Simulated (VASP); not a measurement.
# ZnS (P1) in VASP: further runs

ZnS is run at these levels: PBEsol; tasks: single point.

Everything below comes from runs of VASP 6.6.1. Logs are shortened: lines on timing, memory, paths and dates and some standing lists are left out, and cuts for length are marked.

### 1 The cell of the first run

The typed cell holds 18 atoms: a = 6.592 Å, b = 6.592 Å, c = 9.607 Å, α = 83.43°, β = 76.78°, γ = 60.00°.

### 2 Single point, PBEsol

INCAR reads:

```
PREC = Accurate
ENCUT = 400
EDIFF = 1E-6
ISMEAR = -1
SIGMA = 0.02
LREAL = Auto
LASPH = T
NELM = 120
ALGO = Normal
ISIF = 2
LWAVE = F
LCHARG = F
GGA = PS
NBANDS = 96
GGA_COMPAT = F
ISYM = -1
```

KPOINTS reads:

```
explicit points
2
Reciprocal
  0.25000000   0.25000000   0.00000000 2
  0.25000000   0.75000000   0.00000000 2
```

POSCAR reads:

```
ZnS
1.0
    0.0000000000     -6.5924320200      0.0000000000
    5.7092136021     -3.2962160100      0.0000000000
    0.0000000000     -2.1974773400      9.3519478348
Zn S
9 9
Direct
    0.6801084017      0.6521630227      0.9990657738
    0.3464591616      0.3342532147      1.0023087346
    0.0116387702     -0.0112537390      1.0024317036
    0.4505854901      0.6804614910      0.6627056854
    0.1262289410      0.3521707437      0.6579660311
    0.7814541616      1.0306920375      0.6781744415
    0.1969368526      0.6602690428      0.3365549141
    0.8723233738      0.3213840168      0.3281122879
    0.5254969083      0.9909743083      0.3370874235
    0.5592774064      0.6510859917      0.2533908488
    0.2344819593      0.3246834204      0.2499993628
    0.9007013365     -0.0167446879      0.2465594377
    0.1376923743      0.6874673595      0.5866237812
    0.8170567171      0.3469285156      0.5793656141
    0.4923232677      0.0089977366      0.5789792774
    0.3750656496      0.6613728725      0.9127303906
    0.0473458908      0.3205140195      0.9131866592
    0.7033738465      0.9930294074      0.9218635681
```

Potentials or basis: VASP PAW PBE potentials, release 64 (Zn, S).

Command:

```
$ cat potpaw_PBE.64/Zn/POTCAR potpaw_PBE.64/S/POTCAR > POTCAR
$ mpirun -np 1 vasp_std > vasp.out
```

OUTCAR:

```text
PREC = Accurate
   ENCUT = 400
   EDIFF = 1E-6
   ISMEAR = -1
   LREAL = Auto
   LASPH = T
   NELM = 120
   ISIF = 2
   GGA = PS
   ISYM = -1

 ion  position               nearest neighbor table
   1  0.680  0.652  0.999-  16 2.32  17 2.35  18 2.35  10 2.39
   2  0.346  0.334  0.002-  16 2.31  11 2.33  18 2.34  17 2.37
   3  0.012  0.989  0.002-  12 2.29  18 2.32  16 2.33  17 2.36
   4  0.451  0.680  0.663-  13 2.32  16 2.34  15 2.35  14 2.35
   5  0.126  0.352  0.658-  13 2.27  14 2.35  15 2.37  17 2.39
   6  0.781  0.031  0.678-  14 2.29  18 2.29  13 2.37  15 2.39
[... 10 lines left out ...]
  17  0.047  0.321  0.913-   1 2.35   3 2.36   2 2.37   5 2.39
  18  0.703  0.993  0.922-   6 2.29   3 2.32   2 2.34   1 2.35

IMPORTANT INFORMATION: All symmetrisations will be switched off!
NOSYMM: (Re-)initialisation of all symmetry stuff for point group C_1.

----------------------------------------------------------------------------------------

                                     Primitive cell

  volume of cell :     351.9849

  direct lattice vectors                    reciprocal lattice vectors
     0.000000000 -6.592432020  0.000000000    -0.087577736 -0.151689088 -0.035643199
     5.709213602 -3.296216010  0.000000000     0.175155471  0.000000000  0.000000000
     0.000000000 -2.197477340  9.351947835     0.000000000  0.000000000  0.106929596

  length of vectors
     6.592432020  6.592432020  9.606655764     0.178745285  0.175155471  0.106929596

  position of ions in fractional coordinates (direct lattice)
     0.680108402  0.652163023  0.999065774
     0.346459162  0.334253215  0.002308735
     0.011638770  0.988746261  0.002431704
     0.450585490  0.680461491  0.662705685
     0.126228941  0.352170744  0.657966031
     0.781454162  0.030692038  0.678174441
[... 10 lines left out ...]
     0.047345891  0.320514020  0.913186659
     0.703373846  0.993029407  0.921863568

  ion indices of the primitive-cell ions
   primitive index   ion index
                 1           1
                 2           2
                 3           3
                 4           4
                 5           5
                 6           6
[... 10 lines left out ...]
                17          17
                18          18

----------------------------------------------------------------------------------------

 KPOINTS: explicit points

Read explicit list of k-points.

 Found      2 k-points:

 Following reciprocal coordinates:
            Coordinates               Weight
  0.250000  0.250000  0.000000      0.500000
  0.250000  0.750000  0.000000      0.500000
   k-points           NKPTS =      2   k-points in BZ     NKDIM =      2   number of bands    NBANDS=     96
   number of dos      NEDOS =    301   number of ions     NIONS =     18
   total plane-waves  NPLWV = 147456
   dimension x,y,z NGX =    48 NGY =   48 NGZ =   64
   dimension x,y,z NGXF=    96 NGYF=   96 NGZF=  128
   ions per type =               9   9
   NGX,Y,Z   is equivalent  to a cutoff of  12.10, 12.10, 11.08 a.u.
   NGXF,Y,Z  is equivalent  to a cutoff of  24.21, 24.21, 22.15 a.u.
 SYSTEM =  unknown system
   PREC   = accura    normal or accurate (medium, high low for compatibility)
   ISTART =      0    job   : 0-new  1-cont  2-samecut
   ICHARG =      2    charge: 1-file 2-atom 10-const
   ISPIN  =      1    spin polarized calculation?
   LNONCOLLINEAR =      F non collinear calculations
   LSORBIT =      F    spin-orbit coupling
   LASPH  =      T    aspherical Exc in radial PAW
   ENCUT  =  400.0 eV  29.40 Ry    5.42 a.u.  10.75 10.75 15.67*2*pi/ulx,y,z
   NELM   =    120;   NELMIN=  2; NELMDL= -5     # of ELM steps
   EDIFF  = 0.1E-05   stopping-criterion for ELM
   LREAL  =      T    real-space projection
   EDIFFG = 0.1E-04   stopping-criterion for IOM
   NSW    =      0    number of steps for IOM
   IBRION =     -1    ionic relax: 0-MD 1-quasi-New 2-CG
   NFREE  =      0    steps in history (QN), initial steepest desc. (CG)
   ISIF   =      2    stress and relaxation
   ISYM   =     -1    0-nonsym 1-usesym 2-fastsym
   POTIM  = 0.5000    time-step for ionic-motion
   TEBEG  =    0.0;   TEEND  =   0.0 temperature during run
   PSTRESS=    0.0 pullay stress
   NELECT =     162.0000    total number of electrons
   NUPDOWN=      -1.0000    fix difference up-down
   EMIN   =  10.00;   EMAX   =-10.00  energy-range for DOS
   EFERMI =   0.00;   METHOD = LEGACY
   ISMEAR =    -1;   SIGMA  =   0.02  broadening in eV -4-tet -1-fermi 0-gaus
   EFERMI_NEDOS =   21; number of points for ismear=-14 and -15
   IALGO  =     38    algorithm
   IMIX   =      4    mixing-type and parameters
     AMIX     =   0.40;   BMIX     =  1.00
     AMIX_MAG =   1.60;   BMIX_MAG =  1.00
  volume/ion in A,a.u.               =      19.55       131.96
  Fermi-wavevector in a.u.,A,eV,Ry     =   1.263975  2.388566 21.737115  1.597633
  Thomas-Fermi vector in A             =   2.397304
   LORBIT       =      0    0 simple, 1 ext, 2 COOP (PROOUT), +10 PAW based schemes
   GGA     = PS    functional components
   LHFCALC =     F    Hartree Fock is set to
   AEXX    =    0.0000 exact exchange contribution
   IVDW    =     0    specifies the selected vdW correction
   LEPSILON=     F    determine dielectric tensor
   LRPA    =     F    only Hartree local field effects (RPA)
 non-spin polarized calculation
  energy-cutoff  :      400.00
  volume of cell :      351.98
 maximum number of plane-waves:      6399
 NGX is ok and might be reduce to    42
   NGX = 21   NGY = 21   NGZ = 31

 number of electron     162.0000030 magnetization

 Free energy of the ion-electron system (eV)
  ---------------------------------------------------
  ext. energy  EPLUGINS =         0.00000000
  ---------------------------------------------------
  free energy    TOTEN  =       -68.08174381 eV

  energy without entropy =      -68.08174381  energy(sigma->0) =      -68.08174381

 E-fermi :   2.3992     XC(G=0):  -9.8960

 val. band max:        1.9178471004   @ k =   0.2500   0.2500   0.0000
 cond. band min:       5.1622540031   @ k =   0.2500   0.2500   0.0000
 fundamental gap:      3.2444069026
 Fermi energy:         2.3991673976

 k-point     1 :       0.2500    0.2500    0.0000
  band No.  band energies     occupation
      1     -10.9843      2.00000
      2     -10.4233      2.00000
      3     -10.2795      2.00000
      4     -10.1751      2.00000
      5     -10.1019      2.00000
      6      -9.9961      2.00000
[... 85 lines left out ...]
     92       7.5375      0.00000
     93       7.7094      0.00000

 k-point     2 :       0.2500    0.7500    0.0000
  band No.  band energies     occupation
      1     -10.7338      2.00000
      2     -10.3958      2.00000
      3     -10.3092      2.00000
      4     -10.2020      2.00000
      5     -10.1390      2.00000
      6     -10.0969      2.00000
[... 85 lines left out ...]
     92       7.2622      0.00000
     93       7.3852      0.00000
 [bands above 93 left out]

------------------------ aborting loop because EDIFF is reached ----------------------------------------

  FORCE on cell =-STRESS in cart. coord.  units (eV):
  Direction    XX          YY          ZZ          XY          YZ          ZX
  --------------------------------------------------------------------------------------
  -------------------------------------------------------------------------------------
  Total       -4.0092776     -2.0454626     -4.7922416      0.4489776     -0.6867959     -0.7673338
  in kB      -18.2495717     -9.3106093    -21.8134954      2.0436723     -3.1261821     -3.4927773
  external PRESSURE =     -16.4578921 kB  Pullay stress =       0.0000000 kB

 VOLUME and BASIS-vectors are now :
 -----------------------------------------------------------------------------
  energy-cutoff  :      400.00
  volume of cell :      351.98
      direct lattice vectors                 reciprocal lattice vectors
     0.000000000 -6.592432020  0.000000000    -0.087577736 -0.151689088 -0.035643199
     5.709213602 -3.296216010  0.000000000     0.175155471  0.000000000  0.000000000
     0.000000000 -2.197477340  9.351947835     0.000000000  0.000000000  0.106929596

 POSITION                                       TOTAL-FORCE (eV/Angst)
 -----------------------------------------------------------------------------------
      3.72334     -8.82866      9.34321        -0.072143     -0.084727      0.115750
      1.90832     -3.39085      0.02159        -0.151895      0.274811     -0.080079
      5.64496     -3.34119      0.02274         0.101058     -0.138842     -0.203354
      3.88490     -6.66968      6.19759        -0.016414     -0.145424     -0.037550
      2.01062     -3.43885      6.15326        -0.452635      0.153356      0.301366
      0.17523     -6.74312      6.34225        -0.336459      0.209569     -0.289745
[... 10 lines left out ...]
      1.82988     -3.37531      8.54007         0.200945      0.078384      0.023907
      5.66942     -9.93596      8.62122         0.063396      0.106246      0.019634
 -----------------------------------------------------------------------------------
    total drift:                                0.004488      0.002146      0.004745

  FREE ENERGIE OF THE ION-ELECTRON SYSTEM (eV)
  ---------------------------------------------------
  free  energy   TOTEN  =       -68.0817438133 eV

  energy  without entropy=      -68.0817438133  energy(sigma->0) =      -68.08174381
```

Wall time 1.8 min (1 thread of Intel Xeon Platinum 8259CL at 2.50GHz (Skylake/Cascade Lake), shared host); peak memory 0.36 GiB.

Results:

* Free energy: -68.0817 eV
* Pressure: -1.6 GPa
* Largest force: 0.603 eV/Å
* Band gap on the k mesh: 3.24 eV

Forces in eV/Å, atoms in the order of the input:
```
Zn  -0.072 -0.085  0.116
Zn  -0.152  0.275 -0.080
Zn   0.101 -0.139 -0.203
Zn  -0.016 -0.145 -0.038
Zn  -0.453  0.153  0.301
Zn  -0.336  0.210 -0.290
Zn  -0.011 -0.035  0.154
Zn  -0.116 -0.029  0.121
Zn  -0.173 -0.315 -0.252
S    0.249 -0.447 -0.319
S    0.069  0.067  0.034
S    0.288 -0.021  0.301
S    0.115 -0.060 -0.231
S    0.055  0.057 -0.041
S    0.132  0.258  0.382
S    0.057  0.073  0.001
S    0.201  0.078  0.024
S    0.063  0.106  0.020
```

Caveat: the atoms stand as in a frame of molecular dynamics; the PAW data sets were made with another functional, which shifts forces and pressure a little; a shifted mesh leaves out Γ, where band edges can lie.

(Continued in part 2 of 2.)
